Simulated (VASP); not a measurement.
Here is a VASP 6.6.1 calculation.

The input INCAR:

```
SYSTEM = Al3B2N
PREC     = Accurate       ! precision mode
ENCUT    = 600            ! plane-wave cutoff, eV
EDIFF    = 1E-7           ! SCF threshold, eV
ISMEAR   = 0              ! smearing method
SIGMA    = 0.1            ! smearing width, eV
LREAL    = .FALSE.        ! projectors in reciprocal space
LASPH    = .TRUE.         ! aspherical terms in the spheres
NELM     = 150            ! most SCF steps
ALGO     = Normal         ! electronic algorithm
ISIF     = 3              ! what is computed and relaxed
LWAVE    = .FALSE.        ! write WAVECAR
LCHARG   = .FALSE.        ! write CHGCAR
ISPIN    = 2              ! spin polarisation
MAGMOM   = 0 0 0 0 0 1    ! initial moments
LORBIT   = 11             ! projections on sites
GGA      = PE             ! functional
IBRION   = 2              ! ionic algorithm
NSW      = 90             ! ionic steps
EDIFFG   = -0.04          ! ionic threshold
```

The input KPOINTS:

```
Automatic mesh
0
G
  6 6 6
  0 0 0
```

Contents of POSCAR:

```
Al3B2N
1.0
    5.1533378000      0.0000000000      0.0000000000
   -2.5766689000      4.4629214500      0.0000000000
    0.0000000000      0.0000000000      2.9682005000
Al B N
3 2 1
Direct
    0.5000000000      0.0000000000      0.5000000000
    0.5000000000      0.5000000000      0.5000000000
    0.0000000000      0.5000000000      0.5000000000
    0.3333333300      0.6666666700      0.0000000000
    0.6666666700      0.3333333300      0.0000000000
    0.0000000000      0.0000000000      0.0000000000
```

Potentials or basis: VASP PAW PBE potentials, release 64 (Al, B, N).

Command:

```sh
$ cat potpaw_PBE.64/Al/POTCAR potpaw_PBE.64/B/POTCAR potpaw_PBE.64/N/POTCAR > POTCAR
$ mpirun -np 1 vasp_std > vasp.out
```

(1) What does it give for the relaxed cell?

(2) What does it give for the net moment?

(3) Predict the space group after relaxing (to 0.1 Å).

Answers

(1) a = 5.655 Å, b = 5.655 Å, c = 2.932 Å, α = 90.00°, β = 90.00°, γ = 120.00°.

(2) 2.13 μB per cell.

(3) P6/mmm (No. 191).
